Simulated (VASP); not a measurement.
Set up this calculation in VASP 6.6.1, as the native input.

```yaml
Task: single point
Functional: r2SCAN
Potentials_or_basis: VASP PAW PBE potentials, release 64 (Ti_sv, Al)
Cutoff: 520 eV
k_mesh: 10 × 10 × 10
Occupations: methfessel-paxton, width 0.01 eV
Spin: no spin polarisation
Dipole_correction: no
Further_INCAR_settings: ALGO = Normal; EDIFF = 1e-06; NBANDS = 27
```

Crystal: TiAl2.

```
CELL_PARAMETERS angstrom
1.97955 -6.04720 0.00000
1.97955 6.04720 0.00000
0.00000 0.00000 4.03150
ATOMIC_POSITIONS crystal
Ti 0.64900 0.35100 0.00000
Ti 0.35100 0.64900 0.00000
Al 0.00000 0.00000 0.00000
Al 0.82400 0.17600 0.50000
Al 0.17600 0.82400 0.50000
Al 0.50000 0.50000 0.50000
```

The input as run:

POSCAR

```
TiAl2
1.0
    1.9795500000     -6.0472000000      0.0000000000
    1.9795500000      6.0472000000      0.0000000000
    0.0000000000      0.0000000000      4.0315000000
Ti Al
2 4
Direct
    0.6490000000      0.3510000000      0.0000000000
    0.3510000000      0.6490000000      0.0000000000
    0.0000000000      0.0000000000      0.0000000000
    0.8240000000      0.1760000000      0.5000000000
    0.1760000000      0.8240000000      0.5000000000
    0.5000000000      0.5000000000      0.5000000000
```

INCAR.step1

```
PREC     = Accurate       # precision mode
ENCUT    = 520            # plane-wave cutoff, eV
ISMEAR   = 1              # smearing method
SIGMA    = 0.01           # smearing width, eV
LREAL    = False          # projectors in reciprocal space
LASPH    = True           # aspherical terms in the spheres
NELM     = 100            # most SCF steps
NBANDS   = 27             # bands
GGA      = PE             # functional
ALGO     = Normal         # electronic algorithm
EDIFF    = 1E-4           # SCF threshold, eV
LWAVE    = True           # write WAVECAR
LCHARG   = False          # write CHGCAR
```

INCAR.step2

```
PREC     = Accurate       # precision mode
ENCUT    = 520            # plane-wave cutoff, eV
EDIFF    = 1E-6           # SCF threshold, eV
ISMEAR   = 1              # smearing method
SIGMA    = 0.01           # smearing width, eV
LREAL    = False          # projectors in reciprocal space
LASPH    = True           # aspherical terms in the spheres
NELM     = 100            # most SCF steps
ALGO     = Normal         # electronic algorithm
ISIF     = 2              # what is computed and relaxed
LWAVE    = False          # write WAVECAR
LCHARG   = True           # write CHGCAR
METAGGA  = R2SCAN         # meta-GGA
LMIXTAU  = True         
LELF     = True           # ELF
LVHAR    = True         
NBANDS   = 27             # bands
ISTART   = 1
```

KPOINTS

```
Automatic mesh
0
Gamma
  10 10 10
```

Potentials or basis: VASP PAW PBE potentials, release 64 (Ti_sv, Al).

The run is started by

```sh
$ cat potpaw_PBE.64/Ti_sv/POTCAR potpaw_PBE.64/Al/POTCAR > POTCAR
$ cp INCAR.step1 INCAR
$ mpirun -np 1 vasp_std > vasp.out
$ cp INCAR.step2 INCAR
$ mpirun -np 1 vasp_std > vasp.out
```

Results of the run:

The pressure is -1.8 GPa and the largest force is 0.964 eV/Å. The band gap on the k mesh is zero (bands 18 and 19 overlap by 1.24 eV).

Caveat: the PAW data sets were made with another functional, which shifts forces and pressure a little.

It took 16 min on 1 thread of Intel(R) Xeon(R) 6975P-C (Granite Rapids), on a shared host, peak memory 0.56 GiB.
